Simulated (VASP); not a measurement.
# RbH2 (Cccm) in VASP: notebook

Runs on RbH2. Level: PBE. Tasks: single point, relaxation of cell and atoms.

Program: VASP 6.6.1. These are calculated values, not measurements. Logs are shortened: lines on timing, memory, paths and dates and some standing lists are left out, and cuts for length are marked.

### Step 1. The cell of the first run

Symmetry: Cccm, No. 66, orthorhombic system. The conventional cell has a = 9.009 Å, b = 9.293 Å, c = 5.170 Å, α = 90.00°, β = 90.00°, γ = 90.00°. Within 4.3 Å of Rb (site symmetry 2/m) lie 8 H at 3.24 to 3.75 Å. H (site symmetry 2) has 1 H at 0.77 Å within 1.1 Å.

The cell was built from a structure type or drawn by symmetry, and may not be a known phase.

### Step 2. Single point, PBE

INCAR

```
  ALGO = Normal
  EDIFF = 1E-6
  ENCUT = 520
  GGA = PE
  ISIF = 2
  ISMEAR = 0
  LASPH = True
  LCHARG = False
  LREAL = False
  LWAVE = False
  NBANDS = 20
  NELM = 80
  PREC = Accurate
  SIGMA = 0.1
```

KPOINTS

```
k-points
0
Gamma
  6 6 8
```

POSCAR

```
RbH2
1.0
    4.6466162787     -4.5043373010      0.0000000000
    4.6466162787      4.5043373010      0.0000000000
    0.0000000000      0.0000000000      5.1703273778
Rb H
2 4
Direct
    0.0000000000      0.5000000000      0.5000000000
    0.5000000000      0.0000000000      0.0000000000
    0.9585108139      0.9585108139      0.2500000000
    0.0414891861      0.0414891861      0.2500000000
    0.0414891861      0.0414891861      0.7500000000
    0.9585108139      0.9585108139      0.7500000000
```

Potentials or basis: VASP PAW PBE potentials, release 64 (Rb_sv, H).

Run with:

```sh
$ cat potpaw_PBE.64/Rb_sv/POTCAR potpaw_PBE.64/H/POTCAR > POTCAR
$ mpirun -np 1 vasp_std > vasp.out
```

OUTCAR:

```text
EDIFF = 1E-6
   ENCUT = 520
   GGA = PE
   ISIF = 2
   ISMEAR = 0
   LASPH = True
   LREAL = False
   NELM = 80
   PREC = Accurate

 ion  position               nearest neighbor table
   1  0.000  0.500  0.500-   3 3.24   4 3.24   5 3.24   6 3.24   2 5.19   2 5.19   2 5.19   2 5.19
                             2 5.32   2 5.32   2 5.32   2 5.32
   2  0.500  0.000  0.000-   3 3.24   4 3.24   5 3.24   6 3.24   1 5.19   1 5.19   1 5.19   1 5.19
                             1 5.32   1 5.32   1 5.32   1 5.32
   3  0.959  0.959  0.250-   4 0.77   2 3.24   1 3.24
   4  0.041  0.041  0.250-   3 0.77   2 3.24   1 3.24
   5  0.041  0.041  0.750-   6 0.77   2 3.24   1 3.24
   6  0.959  0.959  0.750-   5 0.77   2 3.24   1 3.24

  LATTYP: Found a base centered orthorhombic cell.
 ALAT       =     9.0086746020
 B/A-ratio  =     1.0315871055
 C/A-ratio  =     0.5739276427

  Lattice vectors:

 A1 = (  -4.6466162787,  -4.5043373010,   0.0000000000)
 A2 = (   4.6466162787,  -4.5043373010,   0.0000000000)
 A3 = (   0.0000000000,   0.0000000000,   5.1703273778)

Analysis of symmetry for initial positions (statically):
=====================================================================
 Subroutine PRICEL returns:
 Original cell was already a primitive cell.

 Routine SETGRP: Setting up the symmetry group for a
 base centered orthorhombic supercell.

 Subroutine GETGRP returns: Found  8 space group operations
 (whereof  4 operations were pure point group operations)
 out of a pool of  8 trial point group operations.

The static configuration has the point symmetry C_2h.
 The point group associated with its full space group is D_2h.

Analysis of symmetry for dynamics (positions and initial velocities):
=====================================================================
 Subroutine PRICEL returns:
 Original cell was already a primitive cell.

 Routine SETGRP: Setting up the symmetry group for a
 base centered orthorhombic supercell.

 Subroutine GETGRP returns: Found  8 space group operations
 (whereof  4 operations were pure point group operations)
 out of a pool of  8 trial point group operations.

The dynamic configuration has the point symmetry C_2h.
 The point group associated with its full space group is D_2h.

 Subroutine INISYM returns: Found  8 space group operations
 (whereof  4 operations are pure point group operations),
 and found     1 'primitive' translations

----------------------------------------------------------------------------------------

                                     Primitive cell

  volume of cell :     216.4291

  direct lattice vectors                    reciprocal lattice vectors
     4.646616279 -4.504337301  0.000000000     0.107605184 -0.111004120  0.000000000
     4.646616279  4.504337301  0.000000000     0.107605184  0.111004120  0.000000000
     0.000000000  0.000000000  5.170327378     0.000000000  0.000000000  0.193411350

  length of vectors
     6.471483397  6.471483397  5.170327378     0.154598805  0.154598805  0.193411350

  position of ions in fractional coordinates (direct lattice)
     0.000000000  0.500000000  0.500000000
     0.500000000  0.000000000  0.000000000
     0.958510814  0.958510814  0.250000000
     0.041489186  0.041489186  0.250000000
     0.041489186  0.041489186  0.750000000
     0.958510814  0.958510814  0.750000000

  ion indices of the primitive-cell ions
   primitive index   ion index
                 1           1
                 2           2
                 3           3
                 4           4
                 5           5
                 6           6

----------------------------------------------------------------------------------------

 KPOINTS: k-points

Automatic generation of k-mesh.
 Grid dimensions read from file:
 generate k-points for:    6    6    8

 Generating k-lattice:

  Cartesian coordinates                     Fractional coordinates (reciprocal lattice)
     0.017934197 -0.018500687  0.000000000     0.166666667 -0.000000000  0.000000000
     0.017934197  0.018500687  0.000000000    -0.000000000  0.166666667  0.000000000
     0.000000000  0.000000000  0.024176419     0.000000000  0.000000000  0.125000000

  Length of vectors
     0.025766467  0.025766467  0.024176419

  Shift w.r.t. Gamma in fractional coordinates (k-lattice)
     0.000000000  0.000000000  0.000000000

 Subroutine IBZKPT returns following result:
 ===========================================

 Found     65 irreducible k-points:

 Following reciprocal coordinates:
            Coordinates               Weight
  0.000000  0.000000  0.000000      1.000000
  0.166667  0.000000  0.000000      4.000000
  0.333333 -0.000000  0.000000      4.000000
  0.500000 -0.000000  0.000000      2.000000
  0.166667  0.166667  0.000000      2.000000
  0.333333  0.166667  0.000000      4.000000
[... 16 lines left out ...]
  0.333333  0.333333  0.125000      4.000000
  0.500000  0.333333  0.125000      8.000000
 [... further k-points ...]
   k-points           NKPTS =     65   k-points in BZ     NKDIM =     65   number of bands    NBANDS=     20
   number of dos      NEDOS =    301   number of ions     NIONS =      6
   total plane-waves  NPLWV =  92160
   dimension x,y,z NGX =    48 NGY =   48 NGZ =   40
   dimension x,y,z NGXF=    96 NGYF=   96 NGZF=   80
   ions per type =               2   4
   NGX,Y,Z   is equivalent  to a cutoff of  12.33, 12.33, 12.86 a.u.
   NGXF,Y,Z  is equivalent  to a cutoff of  24.66, 24.66, 25.72 a.u.
 SYSTEM =  unknown system
   PREC   = accura    normal or accurate (medium, high low for compatibility)
   ISTART =      0    job   : 0-new  1-cont  2-samecut
   ICHARG =      2    charge: 1-file 2-atom 10-const
   ISPIN  =      1    spin polarized calculation?
   LNONCOLLINEAR =      F non collinear calculations
   LSORBIT =      F    spin-orbit coupling
   LASPH  =      T    aspherical Exc in radial PAW
   ENCUT  =  520.0 eV  38.22 Ry    6.18 a.u.  12.03 12.03  9.61*2*pi/ulx,y,z
   NELM   =     80;   NELMIN=  2; NELMDL= -5     # of ELM steps
   EDIFF  = 0.1E-05   stopping-criterion for ELM
   LREAL  =      F    real-space projection
   EDIFFG = 0.1E-04   stopping-criterion for IOM
   NSW    =      0    number of steps for IOM
   IBRION =     -1    ionic relax: 0-MD 1-quasi-New 2-CG
   NFREE  =      0    steps in history (QN), initial steepest desc. (CG)
   ISIF   =      2    stress and relaxation
   ISYM   =      2    0-nonsym 1-usesym 2-fastsym
   POTIM  = 0.5000    time-step for ionic-motion
   TEBEG  =    0.0;   TEEND  =   0.0 temperature during run
   PSTRESS=    0.0 pullay stress
   NELECT =      22.0000    total number of electrons
   NUPDOWN=      -1.0000    fix difference up-down
   EMIN   =  10.00;   EMAX   =-10.00  energy-range for DOS
   EFERMI =   0.00;   METHOD = LEGACY
   ISMEAR =     0;   SIGMA  =   0.10  broadening in eV -4-tet -1-fermi 0-gaus
   EFERMI_NEDOS =   21; number of points for ismear=-14 and -15
   IALGO  =     38    algorithm
   IMIX   =      4    mixing-type and parameters
     AMIX     =   0.40;   BMIX     =  1.00
     AMIX_MAG =   1.60;   BMIX_MAG =  1.00
  volume/ion in A,a.u.               =      36.07       243.42
  Fermi-wavevector in a.u.,A,eV,Ry     =   0.764030  1.443808  7.942292  0.583742
  Thomas-Fermi vector in A             =   1.863842
   LORBIT       =      0    0 simple, 1 ext, 2 COOP (PROOUT), +10 PAW based schemes
   GGA     = PE    functional components
   LHFCALC =     F    Hartree Fock is set to
   AEXX    =    0.0000 exact exchange contribution
   IVDW    =     0    specifies the selected vdW correction
   LEPSILON=     F    determine dielectric tensor
   LRPA    =     F    only Hartree local field effects (RPA)
 non-spin polarized calculation
 Gauss-broadening in eV      SIGMA  =   0.10
  energy-cutoff  :      520.00
  volume of cell :      216.43
 maximum number of plane-waves:      5859
   NGX = 25   NGY = 25   NGZ = 19

 number of electron      21.9999997 magnetization

 Free energy of the ion-electron system (eV)
  ---------------------------------------------------
  ext. energy  EPLUGINS =         0.00000000
  ---------------------------------------------------
  free energy    TOTEN  =       -15.12155678 eV

  energy without entropy =      -15.11481802  energy(sigma->0) =      -15.11818740

 E-fermi :   0.0507     XC(G=0):  -5.5530

 val. band max:        0.0378231172   @ k =   0.5000   0.5000   0.3750
 cond. band min:       0.0711337942   @ k =  -0.1667   0.1667   0.0000
 fundamental gap:      0.0333106770
 Fermi energy:         0.0506612761

 k-point     1 :       0.0000    0.0000    0.0000
  band No.  band energies     occupation
      1     -29.0166      2.00000
      2     -29.0137      2.00000
      3     -13.1510      2.00000
      4     -13.1459      2.00000
      5     -13.0919      2.00000
      6     -13.0697      2.00000
[... 12 lines left out ...]
     19       3.7870      0.00000
     20       4.2605      0.00000

 k-point     2 :       0.1667    0.0000    0.0000
  band No.  band energies     occupation
      1     -29.0164      2.00000
      2     -29.0139      2.00000
      3     -13.1530      2.00000
      4     -13.1464      2.00000
      5     -13.0898      2.00000
      6     -13.0698      2.00000
[... 12 lines left out ...]
     19       3.8309      0.00000
     20       4.2054      0.00000
[... 465 lines left out ...]
      3     -13.1892      2.00000
      4     -13.1280      2.00000
      5     -13.0871      2.00000
      6     -13.0867      2.00000
[... 12 lines left out ...]
     19       3.6596      0.00000
     20       4.2009      0.00000

 k-point    24 :       0.5000    0.3333    0.1250
  band No.  band energies     occupation
      1     -29.0152      2.00000
      2     -29.0147      2.00000
      3     -13.1963      2.00000
      4     -13.1239      2.00000
      5     -13.0894      2.00000
      6     -13.0825      2.00000
[... 12 lines left out ...]
     19       3.7553      0.00000
     20       4.1320      0.00000

 [... further k-points ...]

------------------------ aborting loop because EDIFF is reached ----------------------------------------

  FORCE on cell =-STRESS in cart. coord.  units (eV):
  Direction    XX          YY          ZZ          XY          YZ          ZX
  --------------------------------------------------------------------------------------
  -------------------------------------------------------------------------------------
  Total       -0.0604217     -0.0795309     -0.0511379      0.0000000      0.0000000      0.0000000
  in kB       -0.4472886     -0.5887497     -0.3785630      0.0000000      0.0000000      0.0000000
  external PRESSURE =      -0.4715338 kB  Pullay stress =       0.0000000 kB

 VOLUME and BASIS-vectors are now :
 -----------------------------------------------------------------------------
  energy-cutoff  :      520.00
  volume of cell :      216.43
      direct lattice vectors                 reciprocal lattice vectors
     4.646616279 -4.504337301  0.000000000     0.107605184 -0.111004120  0.000000000
     4.646616279  4.504337301  0.000000000     0.107605184  0.111004120  0.000000000
     0.000000000  0.000000000  5.170327378     0.000000000  0.000000000  0.193411350

 POSITION                                       TOTAL-FORCE (eV/Angst)
 -----------------------------------------------------------------------------------
      2.32331      2.25217      2.58516         0.000000      0.000000      0.000000
      2.32331     -2.25217      0.00000         0.000000     -0.000000      0.000000
      8.90766      0.00000      1.29258         0.005287     -0.000000      0.000000
      0.38557      0.00000      1.29258        -0.005287     -0.000000      0.000000
      0.38557      0.00000      3.87775        -0.005287     -0.000000      0.000000
      8.90766      0.00000      3.87775         0.005287     -0.000000     -0.000000
 -----------------------------------------------------------------------------------
    total drift:                                0.000000     -0.000000      0.000000

  FREE ENERGIE OF THE ION-ELECTRON SYSTEM (eV)
  ---------------------------------------------------
  free  energy   TOTEN  =       -15.1215567842 eV

  energy  without entropy=      -15.1148180179  energy(sigma->0) =      -15.11818740
```

Wall time 3.5 min (1 thread of Oxide Virtual Turin-like, shared host); peak memory 0.39 GiB.

Results:

| Property | Result |
| --- | --- |
| Free energy | -15.1216 eV |
| Pressure | 0.0 GPa |
| Largest force | 0.005 eV/Å |
| Band gap on the k mesh | zero (bands 11 and 12 overlap by 1.38 eV) |

Forces in eV/Å, atoms in the order of the input:
```
Rb   0.000  0.000  0.000
Rb   0.000  0.000  0.000
H    0.005  0.000  0.000
H   -0.005  0.000  0.000
H   -0.005  0.000  0.000
H    0.005  0.000  0.000
```

### Step 3. Relaxation of cell and atoms, PBE

This run uses another cell than the first one, of 36.64 Å³/atom.

INCAR

```
ALGO = Normal ; EDIFF = 1E-6
EDIFFG = -0.01 ; ENCUT = 600
GGA = PE ; IBRION = 2
ISIF = 3 ; ISMEAR = 0
LASPH = T ; LCHARG = F
LREAL = F ; LWAVE = F
NELM = 80 ; NSW = 100
PREC = Accurate ; SIGMA = 0.1
```

KPOINTS

```
k-points
0
Gamma
  6 6 6
```

POSCAR

```
RbH2
1.0
    4.0082576271     -4.4470586571      0.0000000000
    4.0082576271      4.4470586571      0.0000000000
    0.0000000000      0.0000000000      6.1672320239
Rb H
2 4
Direct
    0.0000000000      0.5000000000      0.5000000000
    0.5000000000      0.0000000000      0.0000000000
    0.9519112796      0.9519112796      0.2500000000
    0.0480887204      0.0480887204      0.2500000000
    0.0480887204      0.0480887204      0.7500000000
    0.9519112796      0.9519112796      0.7500000000
```

Potentials or basis: VASP PAW PBE potentials, release 64 (Rb_sv, H).

Run with:

```sh
$ cat potpaw_PBE.64/Rb_sv/POTCAR potpaw_PBE.64/H/POTCAR > POTCAR
$ mpirun -np 1 vasp_std > vasp.out
```

It took 44 min on 1 thread of Oxide Virtual Turin-like, shared host; peak memory 0.45 GiB.

The run converged. Its results:

| Item | Value |
| --- | --- |
| Free energy | -15.1288 eV |
| Relaxed volume | 35.35 Å³/atom |
| Relaxed cell | a = 6.432 Å, b = 6.432 Å, c = 5.127 Å, α = 90.00°, β = 90.00°, γ = 89.42° |
| Space group after relaxing (to 0.1 Å) | Cccm (No. 66) |
| Energy gained by relaxing | 17.4 meV/atom |
| Ionic steps | 43 |
| Pressure after relaxing | 0.0 GPa |
| Largest force after relaxing | 0.008 eV/Å |
| Band gap on the k mesh | zero (bands 11 and 12 overlap by 1.41 eV) |

Forces in eV/Å, atoms in the order of the input:
```
Rb   0.000  0.000  0.000
Rb   0.000  0.000  0.000
H    0.008  0.000  0.000
H   -0.008  0.000  0.000
H   -0.008  0.000  0.000
H    0.008  0.000  0.000
```

The path:
```csv
step,energy change (eV),largest force (eV/Å),pressure (GPa),volume (Å³)
1,0.0000,0.0195,-0.10,219.86
3,-0.0127,0.1273,-0.02,216.91
5,-0.0424,0.8667,0.44,202.96
7,-0.0437,0.8589,0.44,202.70
9,-0.0494,0.8235,0.45,201.56
11,-0.0668,0.6830,0.48,196.83
13,-0.0716,0.5802,0.53,193.14
15,-0.0841,0.1550,0.28,195.36
17,-0.0853,0.0220,0.18,196.36
19,-0.0855,0.0114,0.18,196.40
21,-0.0874,0.0161,0.17,197.33
23,-0.0934,0.0313,0.11,201.06
25,-0.0967,0.0332,-0.06,216.07
27,-0.0990,0.1828,0.09,210.66
29,-0.0999,0.0512,0.04,210.49
31,-0.1021,0.0252,-0.01,212.69
33,-0.1034,0.0152,-0.04,215.20
35,-0.1039,0.0668,0.00,214.04
37,-0.1043,0.0029,-0.02,213.36
39,-0.1044,0.0259,-0.02,213.05
41,-0.1045,0.0144,-0.01,212.45
43,-0.1045,0.0077,-0.01,212.10
```

Final structure:
```cif
data_structure
_symmetry_space_group_name_H-M 'P 1'
_symmetry_Int_Tables_number 1
_cell_length_a 6.4320
_cell_length_b 6.4320
_cell_length_c 5.1272
_cell_angle_alpha 90.000
_cell_angle_beta 90.000
_cell_angle_gamma 89.421
_cell_volume 212.10
loop_
_atom_site_label
_atom_site_type_symbol
_atom_site_fract_x
_atom_site_fract_y
_atom_site_fract_z
_atom_site_occupancy
Rb1 Rb 0.00000 0.50000 0.50000 1
Rb2 Rb 0.50000 0.00000 0.00000 1
H1 H 0.95778 0.95778 0.25000 1
H2 H 0.04222 0.04222 0.25000 1
H3 H 0.04222 0.04222 0.75000 1
H4 H 0.95778 0.95778 0.75000 1
```

Levels at points of the mesh, in eV from the Fermi level:
| k point | band 8 | band 9 | band 10 | band 11 | band 12 | band 13 | band 14 | band 15 |
| --- | --- | --- | --- | --- | --- | --- | --- | --- |
| (0.00, 0.00, 0.00) | -13.10 | -9.35 | -7.65 | -1.14 | 0.67 | 1.15 | 1.77 | 2.64 |
| (0.50, 0.00, 0.00) | -13.12 | -9.27 | -7.67 | -1.10 | 0.33 | 0.99 | 1.91 | 2.22 |
| (0.50, 0.50, 0.00) | -13.09 | -9.20 | -7.69 | -0.94 | -0.35 | 0.39 | 2.62 | 3.31 |
| (0.00, 0.00, 0.50) | -13.11 | -8.60 | -8.60 | 0.40 | 0.40 | 1.23 | 1.23 | 2.21 |
| (0.50, 0.00, 0.50) | -13.10 | -8.62 | -8.52 | 0.13 | 0.52 | 1.22 | 1.81 | 1.90 |
| (0.50, 0.50, 0.50) | -13.11 | -8.54 | -8.54 | 0.62 | 0.62 | 1.21 | 1.21 | 1.47 |

Caveat: a cell axis changed by over 15 % at a fixed basis, so the end point is rough.
